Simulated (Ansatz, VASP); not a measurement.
# One calculation of WS2, two programs

The input INCAR:

```
SYSTEM = WS2
PREC     = Accurate       ! precision mode
ENCUT    = 520            ! plane-wave cutoff, eV
EDIFF    = 1E-6           ! SCF threshold, eV
ISMEAR   = 0              ! smearing method
SIGMA    = 0.05           ! smearing width, eV
LREAL    = .FALSE.        ! projectors in reciprocal space
LASPH    = .TRUE.         ! aspherical terms in the spheres
NELM     = 100            ! most SCF steps
ALGO     = Normal         ! electronic algorithm
ISIF     = 2              ! what is computed and relaxed
LWAVE    = .FALSE.        ! write WAVECAR
LCHARG   = .FALSE.        ! write CHGCAR
GGA      = PE             ! functional
IVDW     = 12             ! dispersion correction
NBANDS   = 35             ! bands
```

Contents of KPOINTS:

```
regular mesh
0
G
  12 12 4
  0 0 0
```

Contents of POSCAR:

```
WS2
1.0
    3.1542061832      0.0000000000      0.0000000000
   -1.5771030916      2.7316226834      0.0000000000
    0.0000000000      0.0000000000     12.1399091344
W S
2 4
Direct
    0.3333333333      0.6666666667      0.2500000000
    0.6666666667      0.3333333333      0.7500000000
    0.3333333333      0.6666666667      0.6449993025
    0.6666666667      0.3333333333      0.1202874207
    0.3333333333      0.6666666667      0.8797125793
    0.6666666667      0.3333333333      0.3797125793
```

Input for Ansatz:

```yaml
crystal:
  lattice:
    - [3.1542061832, 0.0, 0.0]
    - [-1.5771030916, 2.7316226834, 0.0]
    - [0.0, 0.0, 12.1399091344]
  atoms:
    - { symbol: W, position: [0.3333333333, 0.6666666667, 0.25] }
    - { symbol: W, position: [0.6666666667, 0.3333333333, 0.75] }
    - { symbol: S, position: [0.3333333333, 0.6666666667, 0.6449993025] }
    - { symbol: S, position: [0.6666666667, 0.3333333333, 0.1202874207] }
    - { symbol: S, position: [0.3333333333, 0.6666666667, 0.8797125793] }
    - { symbol: S, position: [0.6666666667, 0.3333333333, 0.3797125793] }
basis:
  ecutwfc: 420
kpoints:
  mp_grid: { grid: [12, 12, 4] }
hamiltonian:
  xc: pbe
  dispersion: d3bj
scf:
  occupations: { method: gaussian, width: 0.05 }
output:
  forces: true
  stress: true
  eigenvalues: true
```

Alike in both runs: task single point; functional PBE; dispersion D3(BJ); k mesh 12 × 12 × 4; occupations gaussian, width 0.05 eV; no spin polarisation.

|  | VASP | Ansatz |
| --- | --- | --- |
| version | VASP 6.6.1 | Ansatz 0.2.0 |
| potentials or method | VASP PAW PBE potentials, release 64 (W_sv, S), cutoff 520 eV | scalar-relativistic, plane waves, PAW |
| valence electrons in the cell | 52 | 52 |

VASP gave:

| Item | Value |
| --- | --- |
| gap on the k mesh at the Fermi level (eV) | none |
| pressure (GPa) | 10.7 |
| traceless stress, the component that is largest in VASP (GPa) | 4.27 |
| rms of the force components (eV/Å) | 2.244 |

Q: Estimate Ansatz's values.

A: gap on the k mesh at the Fermi level (eV): none; pressure (GPa): 10.8; traceless stress, the component that is largest in VASP (GPa): 4.27; rms of the force components (eV/Å): 2.243.

Atom by atom the forces differ by 0.002 eV/Å (rms over components). A gap of «none» marks a metal or a gap that the smearing closes.

Spin-orbit coupling is off throughout.
